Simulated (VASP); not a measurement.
# Mo (P6_3/mmc) in VASP: further runs, part 3 of 3

VASP 6.6.1. The steps go on from the part before.

**4. Single point, PBE**

This run uses another cell than the first one, of 14.18 Å³/atom, 1.294 times its volume.

Contents of INCAR:

```
SYSTEM = Mo
PREC     = Accurate       ! precision mode
ENCUT    = 520            ! plane-wave cutoff, eV
EDIFF    = 1E-7           ! SCF threshold, eV
ISMEAR   = -1             ! smearing method
SIGMA    = 0.08           ! smearing width, eV
LREAL    = .FALSE.        ! projectors in reciprocal space
LASPH    = .TRUE.         ! aspherical terms in the spheres
NELM     = 100            ! most SCF steps
ALGO     = Normal         ! electronic algorithm
ISIF     = 2              ! what is computed and relaxed
LWAVE    = .FALSE.        ! write WAVECAR
LCHARG   = .FALSE.        ! write CHGCAR
GGA      = PE             ! functional
NBANDS   = 21             ! bands
```

Contents of KPOINTS:

```
Automatic mesh
0
G
  15 15 8
  0 0 0
```

Contents of POSCAR:

```
Mo
1.0
    2.6619985405      0.0000000000      0.0000000000
   -1.3309992702      2.3053583609      0.0000000000
    0.0000000000      0.0000000000      4.6211624443
Mo
2
Direct
    0.3333333333      0.6666666667      0.2500000000
    0.6666666667      0.3333333333      0.7500000000
```

Potentials or basis: VASP PAW PBE potentials, release 64 (Mo_sv).

Run with:

```bash
$ cat potpaw_PBE.64/Mo_sv/POTCAR > POTCAR
$ mpirun -np 1 vasp_std > vasp.out
```

OUTCAR:

```text
SYSTEM = Mo
   PREC = Accurate
   ENCUT = 520
   EDIFF = 1E-7
   ISMEAR = -1
   LREAL = .FALSE.
   LASPH = .TRUE.
   NELM = 100
   ISIF = 2
   GGA = PE

 ion  position               nearest neighbor table
   1  0.333  0.667  0.250-   2 2.78   2 2.78   2 2.78   2 2.78   2 2.78   2 2.78
   2  0.667  0.333  0.750-   1 2.78   1 2.78   1 2.78   1 2.78   1 2.78   1 2.78

  LATTYP: Found a hexagonal cell.
 ALAT       =     2.6619985405
 C/A-ratio  =     1.7359748227

  Lattice vectors:

 A1 = (   2.6619985405,   0.0000000000,   0.0000000000)
 A2 = (  -1.3309992702,   2.3053583609,   0.0000000000)
 A3 = (   0.0000000000,   0.0000000000,   4.6211624443)

Analysis of symmetry for initial positions (statically):
=====================================================================
 Subroutine PRICEL returns:
 Original cell was already a primitive cell.

 Routine SETGRP: Setting up the symmetry group for a
 hexagonal supercell.

 Subroutine GETGRP returns: Found 24 space group operations
 (whereof 12 operations were pure point group operations)
 out of a pool of 24 trial point group operations.

The static configuration has the point symmetry D_3d.
 The point group associated with its full space group is D_6h.

Analysis of symmetry for dynamics (positions and initial velocities):
=====================================================================
 Subroutine PRICEL returns:
 Original cell was already a primitive cell.

 Routine SETGRP: Setting up the symmetry group for a
 hexagonal supercell.

 Subroutine GETGRP returns: Found 24 space group operations
 (whereof 12 operations were pure point group operations)
 out of a pool of 24 trial point group operations.

The dynamic configuration has the point symmetry D_3d.
 The point group associated with its full space group is D_6h.

 Subroutine INISYM returns: Found 24 space group operations
 (whereof 12 operations are pure point group operations),
 and found     1 'primitive' translations

----------------------------------------------------------------------------------------

                                     Primitive cell

  volume of cell :      28.3594

  direct lattice vectors                    reciprocal lattice vectors
     2.661998540  0.000000000  0.000000000     0.375657606  0.216886020  0.000000000
    -1.330999270  2.305358361  0.000000000     0.000000000  0.433772040  0.000000000
     0.000000000  0.000000000  4.621162444     0.000000000  0.000000000  0.216395769

  length of vectors
     2.661998540  2.661998540  4.621162444     0.433772040  0.433772040  0.216395769

  position of ions in fractional coordinates (direct lattice)
     0.333333333  0.666666667  0.250000000
     0.666666667  0.333333333  0.750000000

  ion indices of the primitive-cell ions
   primitive index   ion index
                 1           1
                 2           2

----------------------------------------------------------------------------------------

 KPOINTS: Automatic mesh

Automatic generation of k-mesh.
 Grid dimensions read from file:
 generate k-points for:   15   15    8

 Generating k-lattice:

  Cartesian coordinates                     Fractional coordinates (reciprocal lattice)
     0.025043840  0.014459068  0.000000000     0.066666667  0.000000000  0.000000000
     0.000000000  0.028918136  0.000000000     0.000000000  0.066666667  0.000000000
     0.000000000  0.000000000  0.027049471     0.000000000  0.000000000  0.125000000

  Length of vectors
     0.028918136  0.028918136  0.027049471

  Shift w.r.t. Gamma in fractional coordinates (k-lattice)
     0.000000000  0.000000000  0.000000000

 Subroutine IBZKPT returns following result:
 ===========================================

 Found    135 irreducible k-points:

 Following reciprocal coordinates:
            Coordinates               Weight
  0.000000  0.000000  0.000000      1.000000
  0.066667  0.000000  0.000000      6.000000
  0.133333  0.000000  0.000000      6.000000
  0.200000 -0.000000  0.000000      6.000000
  0.266667  0.000000  0.000000      6.000000
  0.333333 -0.000000  0.000000      6.000000
[... 16 lines left out ...]
  0.333333  0.200000  0.000000     12.000000
  0.400000  0.200000  0.000000      6.000000
 [... further k-points ...]
   k-points           NKPTS =    135   k-points in BZ     NKDIM =    135   number of bands    NBANDS=     21
   number of dos      NEDOS =    301   number of ions     NIONS =      2
   total plane-waves  NPLWV =  14400
   dimension x,y,z NGX =    20 NGY =   20 NGZ =   36
   dimension x,y,z NGXF=    40 NGYF=   40 NGZF=   72
   ions per type =               2
   NGX,Y,Z   is equivalent  to a cutoff of  12.49, 12.49, 12.95 a.u.
   NGXF,Y,Z  is equivalent  to a cutoff of  24.98, 24.98, 25.90 a.u.
 SYSTEM =  Mo
   PREC   = accura    normal or accurate (medium, high low for compatibility)
   ISTART =      0    job   : 0-new  1-cont  2-samecut
   ICHARG =      2    charge: 1-file 2-atom 10-const
   ISPIN  =      1    spin polarized calculation?
   LNONCOLLINEAR =      F non collinear calculations
   LSORBIT =      F    spin-orbit coupling
   LASPH  =      T    aspherical Exc in radial PAW
   ENCUT  =  520.0 eV  38.22 Ry    6.18 a.u.   4.95  4.95  8.59*2*pi/ulx,y,z
   NELM   =    100;   NELMIN=  2; NELMDL= -5     # of ELM steps
   EDIFF  = 0.1E-06   stopping-criterion for ELM
   LREAL  =      F    real-space projection
   EDIFFG = 0.1E-05   stopping-criterion for IOM
   NSW    =      0    number of steps for IOM
   IBRION =     -1    ionic relax: 0-MD 1-quasi-New 2-CG
   NFREE  =      0    steps in history (QN), initial steepest desc. (CG)
   ISIF   =      2    stress and relaxation
   ISYM   =      2    0-nonsym 1-usesym 2-fastsym
   POTIM  = 0.5000    time-step for ionic-motion
   TEBEG  =    0.0;   TEEND  =   0.0 temperature during run
   PSTRESS=    0.0 pullay stress
   NELECT =      28.0000    total number of electrons
   NUPDOWN=      -1.0000    fix difference up-down
   EMIN   =  10.00;   EMAX   =-10.00  energy-range for DOS
   EFERMI =   0.00;   METHOD = LEGACY
   ISMEAR =    -1;   SIGMA  =   0.08  broadening in eV -4-tet -1-fermi 0-gaus
   EFERMI_NEDOS =   21; number of points for ismear=-14 and -15
   IALGO  =     38    algorithm
   IMIX   =      4    mixing-type and parameters
     AMIX     =   0.40;   BMIX     =  1.00
     AMIX_MAG =   1.60;   BMIX_MAG =  1.00
  volume/ion in A,a.u.               =      14.18        95.69
  Fermi-wavevector in a.u.,A,eV,Ry     =   1.630153  3.080542 36.156102  2.657399
  Thomas-Fermi vector in A             =   2.722501
   LORBIT       =      0    0 simple, 1 ext, 2 COOP (PROOUT), +10 PAW based schemes
   GGA     = PE    functional components
   LHFCALC =     F    Hartree Fock is set to
   AEXX    =    0.0000 exact exchange contribution
   IVDW    =     0    specifies the selected vdW correction
   LEPSILON=     F    determine dielectric tensor
   LRPA    =     F    only Hartree local field effects (RPA)
 non-spin polarized calculation
  energy-cutoff  :      520.00
  volume of cell :       28.36
 maximum number of plane-waves:       786
 NGX is ok and might be reduce to    20
   NGX =  9   NGY =  9   NGZ = 17

 number of electron      27.9999999 magnetization

 Free energy of the ion-electron system (eV)
  ---------------------------------------------------
  ext. energy  EPLUGINS =         0.00000000
  ---------------------------------------------------
  free energy    TOTEN  =       -20.59019005 eV

  energy without entropy =      -20.53741133  energy(sigma->0) =      -20.56380069

 E-fermi :  13.8640     XC(G=0): -13.9266

 val. band max:       13.8616356641   @ k =   0.4000   0.2000   0.2500
 cond. band min:      13.8703397744   @ k =   0.2000   0.2000   0.3750
 fundamental gap:      0.0087041103
 Fermi energy:        13.8640129911

 k-point     1 :       0.0000    0.0000    0.0000
  band No.  band energies     occupation
      1     -46.9509      2.00000
      2     -46.6606      2.00000
      3     -21.7965      2.00000
      4     -20.1236      2.00000
      5     -20.0573      2.00000
      6     -20.0573      2.00000
[... 13 lines left out ...]
     20      17.8181      0.00000
     21      25.5756      0.00000

 k-point     2 :       0.0667    0.0000    0.0000
  band No.  band energies     occupation
      1     -46.9354      2.00000
      2     -46.6504      2.00000
      3     -21.7697      2.00000
      4     -20.1374      2.00000
      5     -20.1285      2.00000
      6     -20.0798      2.00000
[... 520 lines left out ...]
 k-point    24 :       0.4000    0.2000    0.0000
  band No.  band energies     occupation
      1     -46.5059      2.00000
      2     -46.4472      2.00000
      3     -21.6257      2.00000
      4     -21.3879      2.00000
      5     -20.9019      2.00000
      6     -20.8454      2.00000
[... 13 lines left out ...]
     20      23.7661      0.00000
     21      25.2279      0.00000

 [... further k-points ...]
[... 5 lines left out ...]
  --------------------------------------------------------------------------------------
  -------------------------------------------------------------------------------------
  Total        7.0245379      7.0245379      6.9864106      0.0000000      0.0000000      0.0000000
  in kB      396.8540821    396.8540821    394.7000616      0.0000000      0.0000000      0.0000000
  external PRESSURE =     396.1360752 kB  Pullay stress =       0.0000000 kB

 VOLUME and BASIS-vectors are now :
 -----------------------------------------------------------------------------
  energy-cutoff  :      520.00
  volume of cell :       28.36
      direct lattice vectors                 reciprocal lattice vectors
     2.661998540  0.000000000  0.000000000     0.375657606  0.216886020  0.000000000
    -1.330999270  2.305358361  0.000000000     0.000000000  0.433772040  0.000000000
     0.000000000  0.000000000  4.621162444     0.000000000  0.000000000  0.216395769

 POSITION                                       TOTAL-FORCE (eV/Angst)
 -----------------------------------------------------------------------------------
     -0.00000      1.53691      1.15529        -0.000000     -0.000000      0.000000
      1.33100      0.76845      3.46587         0.000000      0.000000      0.000000
 -----------------------------------------------------------------------------------
    total drift:                               -0.000000      0.000000     -0.000000

  FREE ENERGIE OF THE ION-ELECTRON SYSTEM (eV)
  ---------------------------------------------------
  free  energy   TOTEN  =       -20.5901900452 eV

  energy  without entropy=      -20.5374113340  energy(sigma->0) =      -20.56380069
```

Run time: 39 s. Hardware: 1 thread of Intel Xeon 6975P-C, shared host; peak memory 0.19 GiB.

What came out:

```yaml
Free_energy: -20.5902 eV
Pressure: 39.6 GPa
Band_gap_on_the_k_mesh: zero (band 14 reaches 15.28 eV, above the bottom of band 15 at 13.03 eV)
```

Stress tensor (GPa, compression positive):
```
39.69  0.00  0.00
 0.00 39.69  0.00
 0.00  0.00 39.47
```

**5. Overview**

```tsv
cell	gap on the mesh (eV)	pressure (GPa)
a = 2.524, b = 2.524, c = 3.972 Å, angles 90.0, 90.0, 120.0°, 2 atoms	none	191.1
a = 2.650, b = 2.650, c = 4.132 Å, angles 90.0, 90.0, 120.0°, 2 atoms	none	93.4
a = 2.662, b = 2.662, c = 4.621 Å, angles 90.0, 90.0, 120.0°, 2 atoms	none	39.6
```

Alike in all rows: task single point; level PBE; potentials or basis VASP PAW PBE potentials, release 64 (Mo_sv); no spin polarisation; k mesh 15 × 15 × 8; cutoff (eV) 520; smearing fermi-dirac 0.08 eV.

Total energies depend on the potentials used, so only differences within one code and one set of settings carry meaning.
